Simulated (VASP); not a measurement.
# SiC (P6_3mc) in VASP: further runs, part 2 of 2

VASP 6.6.1. The steps go on from the part before.

## (5) Single point, r2SCAN (strain -0.040 along x and y, -0.080 along z)

The input, POSCAR:

```
SiC
1.0
    2.9544569615      0.0000000000      0.0000000000
   -1.4772284807      2.5586347831      0.0000000000
    0.0000000000      0.0000000000      9.2706276106
Si C
4 4
Direct
    0.6666666667      0.3333333333      0.9378376197
    0.3333333333      0.6666666667      0.4378376197
    0.0000000000      0.0000000000      0.6878931817
    0.0000000000      0.0000000000      0.1878931817
    0.6666666667      0.3333333333      0.7498040034
    0.3333333333      0.6666666667      0.2498040034
    0.0000000000      0.0000000000      0.5004641952
    0.0000000000      0.0000000000      0.0004641952
```

The input, INCAR.step1:

```
ALGO = Normal ; EDIFF = 1E-4
ENCUT = 520 ; GGA = PE
ISMEAR = 0 ; LASPH = T
LCHARG = F ; LREAL = F
LWAVE = T ; NBANDS = 26
NELM = 100 ; PREC = Accurate
SIGMA = 0.05
```

The input, INCAR.step2:

```
ALGO = Normal ; EDIFF = 1E-7
ENCUT = 520 ; ISIF = 2
ISMEAR = 0 ; ISTART = 1
LASPH = T ; LCHARG = F
LMIXTAU = T ; LREAL = F
LWAVE = F ; METAGGA = R2SCAN
NBANDS = 26 ; NELM = 100
PREC = Accurate ; SIGMA = 0.05
```

The input, KPOINTS:

```
k-points
0
Gamma
  12 12 4
```

Run with:

```bash
$ cat potpaw_PBE.64/Si/POTCAR potpaw_PBE.64/C/POTCAR > POTCAR
$ cp INCAR.step1 INCAR
$ mpirun -np 1 vasp_std > vasp.out
$ cp INCAR.step2 INCAR
$ mpirun -np 1 vasp_std > vasp.out
```

It took 4.7 min on 1 thread of Intel Xeon Platinum 8259CL at 2.50GHz (Skylake/Cascade Lake), shared host; peak memory 0.24 GiB.

The run converged. Its results:

```
Free energy            : -75.3310 eV
Pressure               : 51.6 GPa
Largest force          : 1.125 eV/Å
Band gap on the k mesh : 2.58 eV (least direct gap 3.88 eV)
```

Forces in eV/Å, atoms in the order of the input:
```
Si   0.000  0.000  0.893
Si   0.000  0.000  0.893
Si   0.000  0.000  1.125
Si   0.000  0.000  1.125
C    0.000  0.000 -1.016
C    0.000  0.000 -1.016
C    0.000  0.000 -1.002
C    0.000  0.000 -1.002
```

Stress tensor (GPa, compression positive):
```
39.12  0.00  0.00
 0.00 39.12  0.00
 0.00  0.00 76.67
```

Levels at points of the mesh, in eV from the valence-band top:
```
           k point  band 14  band 15  band 16  band 17  band 18  band 19
(0.00, 0.00, 0.00)    -0.25    -0.25     0.00     6.38     7.07     7.81
(0.50, 0.00, 0.00)    -2.43    -1.73    -1.30     2.58     2.62     4.97
(0.00, 0.00, 0.50)    -0.51    -0.51    -0.51     6.63     6.63     8.09
(0.50, 0.00, 0.50)    -2.85    -1.90    -1.90     2.92     2.92     5.11
```

Caveat: the cell differs from its parent crystal (strain -0.040 along x and y, -0.080 along z); the stress differs along the axes, from 39 to 77 GPa; the PAW data sets were made with another functional, which shifts forces and pressure a little. A k mesh can miss the band edges.

## (6) Single point, r2SCAN (strain -0.080 along x and y, +0.040 along z)

POSCAR: that of step 5 with these lines changed.

```diff
@@ -2,5 +2,5 @@
 1.0
-    2.9544569615      0.0000000000      0.0000000000
-   -1.4772284807      2.5586347831      0.0000000000
-    0.0000000000      0.0000000000      9.2706276106
+    2.8313545881      0.0000000000      0.0000000000
+   -1.4156772940      2.4520250004      0.0000000000
+    0.0000000000      0.0000000000     10.4798399077
 Si C
```

The input, INCAR.step1:

```
PREC     = Accurate       # precision mode
ENCUT    = 520            # plane-wave cutoff, eV
ISMEAR   = 0              # smearing method
SIGMA    = 0.05           # smearing width, eV
LREAL    = F              # projectors in reciprocal space
LASPH    = T              # aspherical terms in the spheres
NELM     = 60             # most SCF steps
NBANDS   = 26             # bands
GGA      = PE             # functional
ALGO     = Normal         # electronic algorithm
EDIFF    = 1E-4           # SCF threshold, eV
LWAVE    = T              # write WAVECAR
LCHARG   = F              # write CHGCAR
```

The input, INCAR.step2:

```
PREC     = Accurate       # precision mode
ENCUT    = 520            # plane-wave cutoff, eV
EDIFF    = 1E-6           # SCF threshold, eV
ISMEAR   = 0              # smearing method
SIGMA    = 0.05           # smearing width, eV
LREAL    = F              # projectors in reciprocal space
LASPH    = T              # aspherical terms in the spheres
NELM     = 60             # most SCF steps
ALGO     = Normal         # electronic algorithm
ISIF     = 2              # what is computed and relaxed
LWAVE    = F              # write WAVECAR
LCHARG   = F              # write CHGCAR
METAGGA  = R2SCAN         # meta-GGA
LMIXTAU  = T            
NBANDS   = 26             # bands
ISTART   = 1
```

The input, KPOINTS:

```
regular mesh
0
Gamma
  12 12 4
```

Potentials or basis: VASP PAW PBE potentials, release 64 (Si, C).

Run with:

```bash
$ cat potpaw_PBE.64/Si/POTCAR potpaw_PBE.64/C/POTCAR > POTCAR
$ cp INCAR.step1 INCAR
$ mpirun -np 1 vasp_std > vasp.out
$ cp INCAR.step2 INCAR
$ mpirun -np 1 vasp_std > vasp.out
```

OUTCAR:

```text
PREC = Accurate
   ENCUT = 520
   EDIFF = 1E-6
   ISMEAR = 0
   LREAL = F
   LASPH = T
   NELM = 60
   ISIF = 2
   METAGGA = R2SCAN
   ISTART = 1

 ion  position               nearest neighbor table
   1  0.667  0.333  0.938-   8 1.76   8 1.76   8 1.76   5 1.97   3 3.09   3 3.09   3 3.09   4 3.09
                             4 3.09   4 3.09
   2  0.333  0.667  0.438-   7 1.76   7 1.76   7 1.76   6 1.97   4 3.09   4 3.09   4 3.09   3 3.09
                             3 3.09   3 3.09
   3  0.000  0.000  0.688-   5 1.76   5 1.76   5 1.76   7 1.96   1 3.09   1 3.09   1 3.09   2 3.09
                             2 3.09   2 3.09
   4  0.000  0.000  0.188-   6 1.76   6 1.76   6 1.76   8 1.96   2 3.09   2 3.09   2 3.09   1 3.09
                             1 3.09   1 3.09
   5  0.667  0.333  0.750-   3 1.76   3 1.76   3 1.76   1 1.97
   6  0.333  0.667  0.250-   4 1.76   4 1.76   4 1.76   2 1.97
   7  0.000  0.000  0.500-   2 1.76   2 1.76   2 1.76   3 1.96
   8  0.000  0.000  0.000-   1 1.76   1 1.76   1 1.76   4 1.96

  LATTYP: Found a hexagonal cell.
 ALAT       =     2.8313545881
 C/A-ratio  =     3.7013519789

  Lattice vectors:

 A1 = (   2.8313545881,   0.0000000000,   0.0000000000)
[... 202 lines left out ...]
      2      -6.7115      2.00000
      3      -6.7068      2.00000
      4      -4.7219      2.00000
      5      -0.3192      2.00000
      6       3.6927      2.00000
[... 685 lines left out ...]
     25      19.4064      0.00000
     26      19.8103      0.00000

 [... further k-points ...]

------------------------ aborting loop because EDIFF is reached ----------------------------------------

  FORCE on cell =-STRESS in cart. coord.  units (eV):
  Direction    XX          YY          ZZ          XY          YZ          ZX
  --------------------------------------------------------------------------------------
  -------------------------------------------------------------------------------------
  Total       33.0891144     33.0891144     -7.9311994      0.0000000      0.0000000      0.0000000
  in kB      728.6549546    728.6549545   -174.6528379      0.0000000      0.0000000      0.0000000
  external PRESSURE =     427.5523571 kB  Pullay stress =       0.0000000 kB

 VOLUME and BASIS-vectors are now :
 -----------------------------------------------------------------------------
  energy-cutoff  :      520.00
  volume of cell :       72.76
      direct lattice vectors                 reciprocal lattice vectors
     2.831354588  0.000000000  0.000000000     0.353187836  0.203913092  0.000000000
    -1.415677294  2.452025000  0.000000000     0.000000000  0.407826184  0.000000000
     0.000000000  0.000000000 10.479839908     0.000000000  0.000000000  0.095421305

 POSITION                                       TOTAL-FORCE (eV/Angst)
 -----------------------------------------------------------------------------------
      1.41568      0.81734      9.82839         0.000000     -0.000000     -1.336842
     -0.00000      1.63468      4.58847         0.000000      0.000000     -1.336842
      0.00000      0.00000      7.20901         0.000000     -0.000000     -1.450418
      0.00000      0.00000      1.96909         0.000000     -0.000000     -1.450418
      1.41568      0.81734      7.85783         0.000000      0.000000      1.452824
     -0.00000      1.63468      2.61791        -0.000000     -0.000000      1.452824
      0.00000      0.00000      5.24478         0.000000     -0.000000      1.334436
      0.00000      0.00000      0.00486        -0.000000     -0.000000      1.334436
 -----------------------------------------------------------------------------------
    total drift:                                0.000000      0.000000     -0.003215

  FREE ENERGIE OF THE ION-ELECTRON SYSTEM (eV)
  ---------------------------------------------------
  free  energy   TOTEN  =       -74.5480384288 eV

  energy  without entropy=      -74.5480384288  energy(sigma->0) =      -74.54803843
```

OSZICAR.step1:

```text
N       E                     dE             d eps       ncg     rms          rms(c)
DAV:   1     0.787444330034E+02    0.78744E+02   -0.14959E+04  2964   0.113E+03
DAV:   2    -0.599801780811E+02   -0.13872E+03   -0.12737E+03  3868   0.199E+02
DAV:   3    -0.668376052634E+02   -0.68574E+01   -0.68066E+01  4014   0.416E+01
DAV:   4    -0.669101881919E+02   -0.72583E-01   -0.72509E-01  3776   0.506E+00
DAV:   5    -0.669111829345E+02   -0.99474E-03   -0.99430E-03  3980   0.563E-01    0.211E+01
DAV:   6    -0.577585648121E+02    0.91526E+01   -0.21187E+01  3706   0.213E+01    0.987E+00
DAV:   7    -0.573559749400E+02    0.40259E+00   -0.31118E+00  3870   0.829E+00    0.386E+00
DAV:   8    -0.573155002687E+02    0.40475E-01   -0.18992E-01  3612   0.209E+00    0.124E+00
DAV:   9    -0.573121191174E+02    0.33812E-02   -0.22166E-02  3766   0.841E-01    0.201E-01
DAV:  10    -0.573123232186E+02   -0.20410E-03   -0.18242E-03  3622   0.241E-01    0.886E-02
DAV:  11    -0.573123991765E+02   -0.75958E-04   -0.14543E-04  2588   0.731E-02
   1 F= -.57312399E+02 E0= -.57312399E+02  d E =-.690287E-15
```

Wall time 6.6 min (1 thread of Intel Xeon Platinum 8259CL at 2.50GHz (Skylake/Cascade Lake), shared host); peak memory 0.25 GiB.

What came out:

```
Free energy            : -74.5480 eV
Pressure               : 42.8 GPa
Largest force          : 1.453 eV/Å
Band gap on the k mesh : 1.77 eV (least direct gap 3.38 eV)
```

Forces in eV/Å, atoms in the order of the input:
```
Si   0.000  0.000 -1.337
Si   0.000  0.000 -1.337
Si   0.000  0.000 -1.450
Si   0.000  0.000 -1.450
C    0.000  0.000  1.453
C    0.000  0.000  1.453
C    0.000  0.000  1.334
C    0.000  0.000  1.334
```

Caveat: the cell differs from its parent crystal (strain -0.080 along x and y, +0.040 along z); the stress differs along the axes, from -17 to 73 GPa; the PAW data sets were made with another functional, which shifts forces and pressure a little.

## (7) Single point, r2SCAN (strain -0.080 along x and y, +0.080 along z)

POSCAR: that of step 6 with these lines changed.

```diff
@@ -4,3 +4,3 @@
    -1.4156772940      2.4520250004      0.0000000000
-    0.0000000000      0.0000000000     10.4798399077
+    0.0000000000      0.0000000000     10.8829106734
 Si C
```

The input, INCAR.step1:

```
  ALGO = Normal
  EDIFF = 1E-4
  ENCUT = 520
  GGA = PE
  ISMEAR = 0
  LASPH = True
  LCHARG = False
  LREAL = False
  LWAVE = True
  NBANDS = 26
  NELM = 80
  PREC = Accurate
  SIGMA = 0.05
```

The input, INCAR.step2:

```
  ALGO = Normal
  EDIFF = 1E-6
  ENCUT = 520
  ISIF = 2
  ISMEAR = 0
  ISTART = 1
  LASPH = True
  LCHARG = False
  LMIXTAU = True
  LREAL = False
  LWAVE = False
  METAGGA = R2SCAN
  NBANDS = 26
  NELM = 80
  PREC = Accurate
  SIGMA = 0.05
```

The input, KPOINTS:

```
k-points
0
Gamma
  12 12 4
```

Run with:

```bash
$ cat potpaw_PBE.64/Si/POTCAR potpaw_PBE.64/C/POTCAR > POTCAR
$ cp INCAR.step1 INCAR
$ mpirun -np 1 vasp_std > vasp.out
$ cp INCAR.step2 INCAR
$ mpirun -np 1 vasp_std > vasp.out
```

It took 5.8 min on 1 thread of Intel Xeon Platinum 8259CL at 2.50GHz (Skylake/Cascade Lake), shared host; peak memory 0.26 GiB.

The run converged. Its results:

```yaml
Free_energy: -74.0703 eV
Pressure: 33.2 GPa
Largest_force: 1.238 eV/Å
Band_gap_on_the_k_mesh: 1.46 eV (least direct gap 3.07 eV)
```

Forces on the atoms (eV/Å):
```
Si   0.000  0.000 -1.088
Si   0.000  0.000 -1.088
Si   0.000  0.000 -1.238
Si   0.000  0.000 -1.238
C    0.000  0.000  1.228
C    0.000  0.000  1.228
C    0.000  0.000  1.099
C    0.000  0.000  1.099
```

Stress tensor (GPa, compression positive):
```
 67.99   0.00   0.00
  0.00  67.99   0.00
  0.00   0.00 -36.40
```

Levels at points of the mesh, in eV from the valence-band top:
```tsv
k point	band 12	band 13	band 14	band 15	band 16	band 17	band 18	band 19	band 20	band 21
(0.00, 0.00, 0.00)	-0.38	-0.30	-0.30	0.00	0.00	3.07	7.75	8.00	8.81	9.19
(0.50, 0.00, 0.00)	-3.08	-2.56	-2.49	-2.46	-1.70	1.46	2.37	4.81	5.17	5.22
(0.00, 0.00, 0.50)	-0.56	-0.10	-0.10	-0.10	-0.10	5.09	5.09	8.80	8.80	9.29
(0.50, 0.00, 0.50)	-3.32	-2.91	-2.91	-1.95	-1.95	2.38	2.38	4.43	4.43	5.86
```

Caveat: the cell differs from its parent crystal (strain -0.080 along x and y, +0.080 along z); the stress differs along the axes, from -36 to 68 GPa; the PAW data sets were made with another functional, which shifts forces and pressure a little.

## (8) The runs side by side

```tsv
cell	gap on the mesh (eV)	pressure (GPa)	largest force (eV/Å)
a = 2.831, b = 2.831, c = 9.271 Å, angles 90.0, 90.0, 120.0°, 8 atoms	2.68	90.8	0.12
a = 2.831, b = 2.831, c = 9.674 Å, angles 90.0, 90.0, 120.0°, 8 atoms	2.39	70.7	0.99
a = 2.831, b = 2.831, c = 10.077 Å, angles 90.0, 90.0, 120.0°, 8 atoms	2.08	55.0	1.41
a = 2.954, b = 2.954, c = 9.271 Å, angles 90.0, 90.0, 120.0°, 8 atoms	2.58	51.6	1.13
a = 2.831, b = 2.831, c = 10.480 Å, angles 90.0, 90.0, 120.0°, 8 atoms	1.77	42.8	1.45
a = 2.831, b = 2.831, c = 10.883 Å, angles 90.0, 90.0, 120.0°, 8 atoms	1.46	33.2	1.24
```

Alike in all rows: task single point; level r2SCAN; potentials or basis VASP PAW PBE potentials, release 64 (Si, C); no spin polarisation; k mesh 12 × 12 × 4; cutoff (eV) 520; smearing gaussian 0.05 eV.

Caveats: the PAW data sets were made with another functional, which shifts forces and pressure a little; the cell stands under pressure (at least some runs); the stress differs along the axes, from 43 to 84 GPa (at least some runs); the stress differs along the axes, from 8 to 78 GPa (at least some runs); the stress differs along the axes, from 39 to 77 GPa (at least some runs); the stress differs along the axes, from -17 to 73 GPa (at least some runs); the stress differs along the axes, from -36 to 68 GPa (at least some runs).

Total energies depend on the potentials used, so only differences within one code and one set of settings carry meaning.
